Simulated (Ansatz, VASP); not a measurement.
Ca: VASP beside Ansatz

```
Ca
1.0
    -3.41390    3.41390    1.84655
     3.41390   -3.41390    1.84655
     3.41390    3.41390   -1.84655
Ca
2
Direct
  0.62500 0.87500 0.75000
  0.37500 0.12500 0.25000
```

Alike in both runs: functional PBE; k mesh 12 × 12 × 12; occupations fermi-dirac, width 0.05 eV; no spin polarisation.

Ansatz relaxed the structure, and its values are those at the end. VASP's run is a single point on that final structure, the one shown.

```csv
,VASP,Ansatz
version,VASP 6.6.1,Ansatz 0.2.0
potentials or method,"VASP PAW PBE potentials, release 64 (Ca_sv)","PAW with Ansatz's default frozen-core files, scalar-relativistic"
plane-wave cutoff (eV),520,420
valence electrons in the cell,20,20
```

|  | VASP | Ansatz | Ansatz less VASP |
| --- | --- | --- | --- |
| pressure (GPa) | 0.0 | 0.0 | -0.01 |
